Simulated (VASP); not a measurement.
The system is Hf.

```
Hf
1.0
     3.19670    0.00000    0.00000
    -1.59835    2.76842    0.00000
     0.00000    0.00000    5.05780
Hf
2
Direct
  0.33333 0.66667 0.25000
  0.66667 0.33333 0.75000
```

| Quantity | Value |
| --- | --- |
| Program | VASP 6.6.1 |
| Task | relaxation of cell and atoms |
| Functional | PBEsol |
| Potentials or basis | VASP PAW PBE potentials, release 64 (Hf_pv) |
| Cutoff | 500 eV |
| k mesh | 18 × 18 × 10 |
| Occupations | fermi-dirac, width 0.1 eV |
| Spin | no spin polarisation |

At the start: pressure -4.1 GPa; volume 22.38 Å³/atom.

**Question.** Where does the relaxation end?

**Answer.** Over 8 steps the energy falls by 11.0 meV/atom and the volume is 21.54 Å³/atom (-3.7 %); space group P6_3/mmc (No. 194, to 0.05 Å).

The path:
```csv
step,energy change (eV),largest force (eV/Å),pressure (GPa),volume (Å³)
1,0.0000,0.0000,-4.10,44.76
2,0.0112,0.0000,5.71,41.15
3,-0.0220,0.0000,-0.04,43.10
4,-0.0220,0.0000,0.05,43.07
5,-0.0221,0.0000,-0.05,43.10
6,-0.0221,0.0000,-0.04,43.10
7,-0.0221,0.0000,0.01,43.08
8,-0.0221,0.0000,0.00,43.08
```

Final structure:
```
CELL_PARAMETERS angstrom
3.15533 0.00000 0.00000
-1.57767 2.73260 0.00000
0.00000 0.00000 4.99692
ATOMIC_POSITIONS crystal
Hf 0.33333 0.66667 0.25000
Hf 0.66667 0.33333 0.75000
```

Caveat: the PAW data sets were made with another functional, which shifts forces and pressure a little.
